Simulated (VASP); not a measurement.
# Ag (I4/mmm) in VASP: notebook

The runs below take Ag through single point, with LDA.

Everything below comes from runs of VASP 6.6.1. Logs are shortened: lines on timing, memory, paths and dates and some standing lists are left out, and cuts for length are marked.

## Step 1: The cell of the first run

The structure is tetragonal, space group I4/mmm (No. 139). Conventional cell: a = 2.803 Å, b = 2.803 Å, c = 4.086 Å, α = 90.00°, β = 90.00°, γ = 90.00°. Ag (site symmetry 4/mmm) has 12 Ag at 2.80 to 2.85 Å within 3.7 Å.

## Step 2: Single point, LDA (equal xx and yy strain of -3 %)

INCAR reads:

```
ALGO = Normal
EDIFF = 1E-7
ENCUT = 520
ISIF = 2
ISMEAR = -1
LASPH = True
LCHARG = False
LREAL = False
LWAVE = False
NBANDS = 12
NELM = 100
PREC = Accurate
SIGMA = 0.05
```

KPOINTS reads:

```
k-points
0
Gamma
  15 15 15
```

POSCAR reads:

```
Ag
1.0
    0.0000000000      1.9818070000      2.0431000000
    1.9818070000      0.0000000000      2.0431000000
    1.9818070000      1.9818070000      0.0000000000
Ag
1
Direct
    0.0000000000      0.0000000000      0.0000000000
```

Potentials or basis: VASP PAW LDA potentials, release 64 (Ag).

On the command line:

```console
> cat potpaw_LDA.64/Ag/POTCAR > POTCAR
> mpirun -np 1 vasp_std > vasp.out
```

OUTCAR:

```text
EDIFF = 1E-7
   ENCUT = 520
   ISIF = 2
   ISMEAR = -1
   LASPH = True
   LREAL = False
   NELM = 100
   PREC = Accurate

 ion  position               nearest neighbor table
   1  0.000  0.000  0.000-

  LATTYP: Found a body centered tetragonal cell.
 ALAT       =     2.8026983374
 C/A-ratio  =     1.4579521262

  Lattice vectors:

 A1 = (  -1.9818070000,   0.0000000000,   2.0431000000)
 A2 = (   1.9818070000,   0.0000000000,   2.0431000000)
 A3 = (   0.0000000000,   1.9818070000,  -2.0431000000)

Analysis of symmetry for initial positions (statically):
=====================================================================
 Subroutine PRICEL returns:
 Original cell was already a primitive cell.

 Routine SETGRP: Setting up the symmetry group for a
 body centered tetragonal supercell.

 Subroutine GETGRP returns: Found 16 space group operations
 (whereof 16 operations were pure point group operations)
 out of a pool of 16 trial point group operations.

The static configuration has the point symmetry D_4h.

Analysis of symmetry for dynamics (positions and initial velocities):
=====================================================================
 Subroutine PRICEL returns:
 Original cell was already a primitive cell.

 Routine SETGRP: Setting up the symmetry group for a
 body centered tetragonal supercell.

 Subroutine GETGRP returns: Found 16 space group operations
 (whereof 16 operations were pure point group operations)
 out of a pool of 16 trial point group operations.

The dynamic configuration has the point symmetry D_4h.

 Subroutine INISYM returns: Found 16 space group operations
 (whereof 16 operations are pure point group operations),
 and found     1 'primitive' translations

----------------------------------------------------------------------------------------

                                     Primitive cell

  volume of cell :      16.0488

  direct lattice vectors                    reciprocal lattice vectors
     0.000000000  1.981807000  2.043100000    -0.252295001  0.252295001  0.244726151
     1.981807000  0.000000000  2.043100000     0.252295001 -0.252295001  0.244726151
     1.981807000  1.981807000  0.000000000     0.252295001  0.252295001 -0.244726151

  length of vectors
     2.846369020  2.846369020  2.802698337     0.432662021  0.432662021  0.432662021

  position of ions in fractional coordinates (direct lattice)
     0.000000000  0.000000000  0.000000000

  ion indices of the primitive-cell ions
   primitive index   ion index
                 1           1

----------------------------------------------------------------------------------------

 KPOINTS: k-points

Automatic generation of k-mesh.
 Grid dimensions read from file:
 generate k-points for:   15   15   15

 Generating k-lattice:

  Cartesian coordinates                     Fractional coordinates (reciprocal lattice)
    -0.016819667  0.016819667  0.016315077     0.066666667  0.000000000  0.000000000
     0.016819667 -0.016819667  0.016315077     0.000000000  0.066666667  0.000000000
     0.016819667  0.016819667 -0.016315077     0.000000000  0.000000000  0.066666667

  Length of vectors
     0.028844135  0.028844135  0.028844135

  Shift w.r.t. Gamma in fractional coordinates (k-lattice)
     0.000000000  0.000000000  0.000000000

 Subroutine IBZKPT returns following result:
 ===========================================

 Found    288 irreducible k-points:

 Following reciprocal coordinates:
            Coordinates               Weight
  0.000000  0.000000  0.000000      1.000000
  0.066667  0.000000  0.000000      8.000000
  0.133333  0.000000  0.000000      8.000000
  0.200000  0.000000  0.000000      8.000000
  0.266667  0.000000  0.000000      8.000000
  0.333333  0.000000  0.000000      8.000000
[... 16 lines left out ...]
  0.133333  0.133333  0.000000      2.000000
  0.200000  0.133333  0.000000      8.000000
 [... further k-points ...]
   k-points           NKPTS =    288   k-points in BZ     NKDIM =    288   number of bands    NBANDS=     12
   number of dos      NEDOS =    301   number of ions     NIONS =      1
   total plane-waves  NPLWV =  13824
   dimension x,y,z NGX =    24 NGY =   24 NGZ =   24
   dimension x,y,z NGXF=    48 NGYF=   48 NGZF=   48
   ions per type =               1
   NGX,Y,Z   is equivalent  to a cutoff of  14.02, 14.02, 14.24 a.u.
   NGXF,Y,Z  is equivalent  to a cutoff of  28.04, 28.04, 28.47 a.u.
 SYSTEM =  unknown system
   PREC   = accura    normal or accurate (medium, high low for compatibility)
   ISTART =      0    job   : 0-new  1-cont  2-samecut
   ICHARG =      2    charge: 1-file 2-atom 10-const
   ISPIN  =      1    spin polarized calculation?
   LNONCOLLINEAR =      F non collinear calculations
   LSORBIT =      F    spin-orbit coupling
   LASPH  =      T    aspherical Exc in radial PAW
   ENCUT  =  520.0 eV  38.22 Ry    6.18 a.u.   5.29  5.29  5.21*2*pi/ulx,y,z
   NELM   =    100;   NELMIN=  2; NELMDL= -5     # of ELM steps
   EDIFF  = 0.1E-06   stopping-criterion for ELM
   LREAL  =      F    real-space projection
   EDIFFG = 0.1E-05   stopping-criterion for IOM
   NSW    =      0    number of steps for IOM
   IBRION =     -1    ionic relax: 0-MD 1-quasi-New 2-CG
   NFREE  =      0    steps in history (QN), initial steepest desc. (CG)
   ISIF   =      2    stress and relaxation
   ISYM   =      2    0-nonsym 1-usesym 2-fastsym
   POTIM  = 0.5000    time-step for ionic-motion
   TEBEG  =    0.0;   TEEND  =   0.0 temperature during run
   PSTRESS=    0.0 pullay stress
   NELECT =      11.0000    total number of electrons
   NUPDOWN=      -1.0000    fix difference up-down
   EMIN   =  10.00;   EMAX   =-10.00  energy-range for DOS
   EFERMI =   0.00;   METHOD = LEGACY
   ISMEAR =    -1;   SIGMA  =   0.05  broadening in eV -4-tet -1-fermi 0-gaus
   EFERMI_NEDOS =   21; number of points for ismear=-14 and -15
   IALGO  =     38    algorithm
   IMIX   =      4    mixing-type and parameters
     AMIX     =   0.40;   BMIX     =  1.00
     AMIX_MAG =   1.60;   BMIX_MAG =  1.00
  volume/ion in A,a.u.               =      16.05       108.30
  Fermi-wavevector in a.u.,A,eV,Ry     =   1.443416  2.727661 28.347068  2.083451
  Thomas-Fermi vector in A             =   2.561826
   LORBIT       =      0    0 simple, 1 ext, 2 COOP (PROOUT), +10 PAW based schemes
   GGA     = CA    functional components
   LHFCALC =     F    Hartree Fock is set to
   AEXX    =    0.0000 exact exchange contribution
   IVDW    =     0    specifies the selected vdW correction
   LEPSILON=     F    determine dielectric tensor
   LRPA    =     F    only Hartree local field effects (RPA)
 non-spin polarized calculation
  energy-cutoff  :      520.00
  volume of cell :       16.05
 maximum number of plane-waves:       448
 NGX is ok and might be reduce to    24
   NGX = 11   NGY = 11   NGZ = 11

 number of electron      11.0000003 magnetization

 Free energy of the ion-electron system (eV)
  ---------------------------------------------------
  ext. energy  EPLUGINS =         0.00000000
  ---------------------------------------------------
  free energy    TOTEN  =        -3.77975894 eV

  energy without entropy =       -3.77660305  energy(sigma->0) =       -3.77818099

 E-fermi :   9.1788     XC(G=0): -12.9434

 val. band max:        9.1583481366   @ k =  -0.3333   0.0000   0.2000
 cond. band min:       9.1875274524   @ k =  -0.4667   0.2667   0.2000
 fundamental gap:      0.0291793159
 Fermi energy:         9.1787932212

 k-point     1 :       0.0000    0.0000    0.0000
  band No.  band energies     occupation
      1       0.7436      2.00000
      2       3.8769      2.00000
      3       4.0964      2.00000
      4       4.0964      2.00000
      5       5.0754      2.00000
      6       5.3047      2.00000
      7      25.1766      0.00000
      8      28.7208      0.00000
      9      29.1856      0.00000
     10      29.1856      0.00000
     11      34.2007      0.00000
     12      35.4837      0.00000

 k-point     2 :       0.0667    0.0000    0.0000
  band No.  band energies     occupation
      1       0.8896      2.00000
      2       3.8915      2.00000
      3       4.0878      2.00000
      4       4.1388      2.00000
      5       5.0632      2.00000
      6       5.2834      2.00000
      7      25.2332      0.00000
      8      27.8949      0.00000
      9      28.9879      0.00000
     10      29.2725      0.00000
     11      34.2286      0.00000
     12      35.3162      0.00000

 k-point     3 :       0.1333    0.0000    0.0000
  band No.  band energies     occupation
      1       1.3027      2.00000
      2       3.8806      2.00000
      3       4.1230      2.00000
      4       4.2434      2.00000
      5       5.0556      2.00000
      6       5.2430      2.00000
      7      24.7609      0.00000
      8      26.3605      0.00000
      9      29.1859      0.00000
     10      29.4799      0.00000
     11      32.9871      0.00000
     12      34.5030      0.00000
[... 286 lines left out ...]
 k-point    23 :       0.1333    0.1333    0.0000
  band No.  band energies     occupation
      1       1.4615      2.00000
      2       3.5930      2.00000
      3       4.3872      2.00000
      4       4.3872      2.00000
      5       4.7947      2.00000
      6       5.4246      2.00000
      7      25.6366      0.00000
      8      27.0983      0.00000
      9      27.5199      0.00000
     10      27.5199      0.00000
     11      33.1245      0.00000
     12      35.1029      0.00000

 k-point    24 :       0.2000    0.1333    0.0000
  band No.  band energies     occupation
      1       1.8976      2.00000
      2       3.4792      2.00000
      3       4.4278      2.00000
      4       4.5310      2.00000
      5       4.8411      2.00000
      6       5.4858      2.00000
      7      24.7012      0.00000
      8      26.1134      0.00000
      9      26.8057      0.00000
     10      27.9629      0.00000
     11      31.6335      0.00000
     12      35.0873      0.00000

 [... further k-points ...]
[... 5 lines left out ...]
  --------------------------------------------------------------------------------------
  -------------------------------------------------------------------------------------
  Total        0.0202324      0.0202324     -0.1051657      0.0000000     -0.0000000      0.0000000
  in kB        2.0198338      2.0198338    -10.4988653      0.0000000     -0.0000000      0.0000000
  external PRESSURE =      -2.1530659 kB  Pullay stress =       0.0000000 kB

 VOLUME and BASIS-vectors are now :
 -----------------------------------------------------------------------------
  energy-cutoff  :      520.00
  volume of cell :       16.05
      direct lattice vectors                 reciprocal lattice vectors
     0.000000000  1.981807000  2.043100000    -0.252295001  0.252295001  0.244726151
     1.981807000  0.000000000  2.043100000     0.252295001 -0.252295001  0.244726151
     1.981807000  1.981807000  0.000000000     0.252295001  0.252295001 -0.244726151

 POSITION                                       TOTAL-FORCE (eV/Angst)
 -----------------------------------------------------------------------------------
      0.00000      0.00000      0.00000         0.000000      0.000000      0.000000
 -----------------------------------------------------------------------------------
    total drift:                                0.000000     -0.000000      0.000000

  FREE ENERGIE OF THE ION-ELECTRON SYSTEM (eV)
  ---------------------------------------------------
  free  energy   TOTEN  =        -3.7797589392 eV

  energy  without entropy=       -3.7766030457  energy(sigma->0) =       -3.77818099
```

Run time: 29 s. Hardware: 1 thread of AMD EPYC 9R14 (Zen 4), shared host; peak memory 0.14 GiB.

Results:

```yaml
Free_energy: -3.7798 eV
Pressure: -0.2 GPa
```

Caveat: the cell differs from its parent crystal (equal xx and yy strain of -3 %).

## Step 3: Single point, LDA (zz strain of -3 %)

INCAR reads:

```
PREC = Accurate
ENCUT = 520
EDIFF = 1E-6
ISMEAR = -1
SIGMA = 0.05
LREAL = F
LASPH = T
NELM = 80
ALGO = Normal
ISIF = 2
LWAVE = F
LCHARG = T
LELF = T
LVHAR = T
NBANDS = 12
```

KPOINTS reads:

```
Automatic mesh
0
Gamma
  15 15 15
```

POSCAR reads:

```
Ag
1.0
    0.0000000000      2.0431000000      1.9818070000
    2.0431000000      0.0000000000      1.9818070000
    2.0431000000      2.0431000000      0.0000000000
Ag
1
Direct
    0.0000000000      0.0000000000      0.0000000000
```

Potentials or basis: VASP PAW LDA potentials, release 64 (Ag).

On the command line:

```console
> cat potpaw_LDA.64/Ag/POTCAR > POTCAR
> mpirun -np 1 vasp_std > vasp.out
```

Run time: 29 s. Hardware: 1 thread of AMD EPYC 9R14 (Zen 4), shared host; peak memory 0.14 GiB.

The run converged. Its results:

| Item | Value |
| --- | --- |
| Free energy | -3.7739 eV |
| Pressure | -4.1 GPa |

Stress tensor (GPa, compression positive):
```
-4.16  0.00  0.00
 0.00 -4.16  0.00
 0.00  0.00 -3.85
```

Levels at points of the mesh, in eV from the Fermi level:
```csv
k point,band 2,band 3,band 4,band 5,band 6,band 7,band 8,band 9,band 10,band 11
"(0.00, 0.00, 0.00)",-5.09,-5.09,-4.89,-4.02,-3.82,15.96,19.48,19.48,19.92,24.72
```

Caveat: the cell differs from its parent crystal (zz strain of -3 %).

## Step 4: Single point, LDA (equal xx and yy strain of -1 %)

INCAR reads:

```
ALGO     = Normal         # electronic algorithm
EDIFF    = 1E-7           # SCF threshold, eV
ENCUT    = 520            # plane-wave cutoff, eV
GGA      = CA             # functional
ISIF     = 2              # what is computed and relaxed
ISMEAR   = -1             # smearing method
LASPH    = True           # aspherical terms in the spheres
LCHARG   = False          # write CHGCAR
LREAL    = False          # projectors in reciprocal space
LWAVE    = False          # write WAVECAR
NBANDS   = 12             # bands
NELM     = 80             # most SCF steps
PREC     = Accurate       # precision mode
SIGMA    = 0.05           # smearing width, eV
```

KPOINTS reads:

```
k-points
0
Gamma
  15 15 15
```

POSCAR reads:

```
Ag
1.0
    0.0000000000      2.0226690000      2.0431000000
    2.0226690000      0.0000000000      2.0431000000
    2.0226690000      2.0226690000      0.0000000000
Ag
1
Direct
    0.0000000000      0.0000000000      0.0000000000
```

Potentials or basis: VASP PAW LDA potentials, release 64 (Ag).

On the command line:

```console
> cat potpaw_LDA.64/Ag/POTCAR > POTCAR
> mpirun -np 1 vasp_std > vasp.out
```

OUTCAR:

```text
EDIFF = 1E-7
   ENCUT = 520
   GGA = CA
   ISIF = 2
   ISMEAR = -1
   LASPH = True
   LREAL = False
   NELM = 80
   PREC = Accurate

 ion  position               nearest neighbor table
   1  0.000  0.000  0.000-

  LATTYP: Found a body centered tetragonal cell.
 ALAT       =     2.8604859320
 C/A-ratio  =     1.4284985479

  Lattice vectors:

 A1 = (  -2.0226690000,   0.0000000000,   2.0431000000)
 A2 = (   2.0226690000,   0.0000000000,   2.0431000000)
 A3 = (   0.0000000000,   2.0226690000,  -2.0431000000)

[... 539 lines left out ...]
 [... further k-points ...]

------------------------ aborting loop because EDIFF is reached ----------------------------------------

  FORCE on cell =-STRESS in cart. coord.  units (eV):
  Direction    XX          YY          ZZ          XY          YZ          ZX
  --------------------------------------------------------------------------------------
  -------------------------------------------------------------------------------------
  Total       -0.5421631     -0.5421631     -0.5621004      0.0000000     -0.0000000      0.0000000
  in kB      -51.9602569    -51.9602569    -53.8710180      0.0000000     -0.0000000      0.0000000
  external PRESSURE =     -52.5971773 kB  Pullay stress =       0.0000000 kB

 VOLUME and BASIS-vectors are now :
 -----------------------------------------------------------------------------
  energy-cutoff  :      520.00
  volume of cell :       16.72
      direct lattice vectors                 reciprocal lattice vectors
     0.000000000  2.022669000  2.043100000    -0.247198133  0.247198133  0.244726151
     2.022669000  0.000000000  2.043100000     0.247198133 -0.247198133  0.244726151
     2.022669000  2.022669000  0.000000000     0.247198133  0.247198133 -0.244726151

 POSITION                                       TOTAL-FORCE (eV/Angst)
 -----------------------------------------------------------------------------------
      0.00000      0.00000      0.00000         0.000000      0.000000     -0.000000
 -----------------------------------------------------------------------------------
    total drift:                               -0.000000     -0.000000     -0.000000

  FREE ENERGIE OF THE ION-ELECTRON SYSTEM (eV)
  ---------------------------------------------------
  free  energy   TOTEN  =        -3.7690963672 eV

  energy  without entropy=       -3.7657935994  energy(sigma->0) =       -3.76744498
```

stdout:

```text
POSCAR found type information on POSCAR Ag
 POSCAR found :  1 types and       1 ions
 scaLAPACK will be used
 LDA part: xc-table for (Slater(with rela. corr.)+CA(PZ))
 , standard interpolation
 POSCAR, INCAR and KPOINTS ok, starting setup
 FFT: planning ... GRIDC
 FFT: planning ... GRID_SOFT
 FFT: planning ... GRID
 WAVECAR not read
 entering main loop
```

Wall time 30 s (1 thread of AMD EPYC 9R14 (Zen 4), shared host); peak memory 0.14 GiB.

What came out:

```yaml
Free_energy: -3.7691 eV
Pressure: -5.3 GPa
```

Caveat: the cell differs from its parent crystal (equal xx and yy strain of -1 %).

## Step 5: Single point, LDA (zz strain of -1 %)

INCAR reads:

```
PREC     = Accurate       # precision mode
ENCUT    = 520            # plane-wave cutoff, eV
EDIFF    = 1E-6           # SCF threshold, eV
ISMEAR   = -1             # smearing method
SIGMA    = 0.05           # smearing width, eV
LREAL    = F              # projectors in reciprocal space
LASPH    = T              # aspherical terms in the spheres
NELM     = 100            # most SCF steps
ALGO     = Normal         # electronic algorithm
ISIF     = 2              # what is computed and relaxed
LWAVE    = F              # write WAVECAR
LCHARG   = T              # write CHGCAR
LELF     = T              # ELF
LVHAR    = T            
NBANDS   = 12             # bands
```

KPOINTS reads:

```
regular mesh
0
Gamma
  15 15 15
```

POSCAR reads:

```
Ag
1.0
    0.0000000000      2.0431000000      2.0226690000
    2.0431000000      0.0000000000      2.0226690000
    2.0431000000      2.0431000000      0.0000000000
Ag
1
Direct
    0.0000000000      0.0000000000      0.0000000000
```

On the command line:

```console
> cat potpaw_LDA.64/Ag/POTCAR > POTCAR
> mpirun -np 1 vasp_std > vasp.out
```

Wall time 30 s (1 thread of AMD EPYC 9R14 (Zen 4), shared host); peak memory 0.14 GiB.

Results (log left out):

- Free energy: -3.7631 eV
- Pressure: -6.3 GPa

Levels at points of the mesh, in eV from the Fermi level:
| k point | band 3 | band 4 | band 5 | band 6 | band 7 | band 8 | band 9 | band 10 |
| --- | --- | --- | --- | --- | --- | --- | --- | --- |
| (0.00, 0.00, 0.00) | -4.97 | -4.91 | -3.91 | -3.84 | 15.91 | 19.42 | 19.42 | 19.55 |

Caveat: the cell differs from its parent crystal (zz strain of -1 %).

## Step 6: Summary

```tsv
cell	gap on the mesh (eV)	pressure (GPa)
a = 2.846, b = 2.846, c = 2.803 Å, angles 60.5, 60.5, 59.0°, 1 atom	none	-0.2
a = 2.846, b = 2.846, c = 2.889 Å, angles 59.5, 59.5, 61.0°, 1 atom	none	-4.1
a = 2.875, b = 2.875, c = 2.860 Å, angles 60.2, 60.2, 59.7°, 1 atom	none	-5.3
a = 2.875, b = 2.875, c = 2.889 Å, angles 59.8, 59.8, 60.3°, 1 atom	none	-6.3
```

Alike in all rows: task single point; level LDA; potentials or basis VASP PAW LDA potentials, release 64 (Ag); no spin polarisation; k mesh 15 × 15 × 15; cutoff (eV) 520; smearing fermi-dirac 0.05 eV.

Total energies depend on the potentials used, so only differences within one code and one set of settings carry meaning.
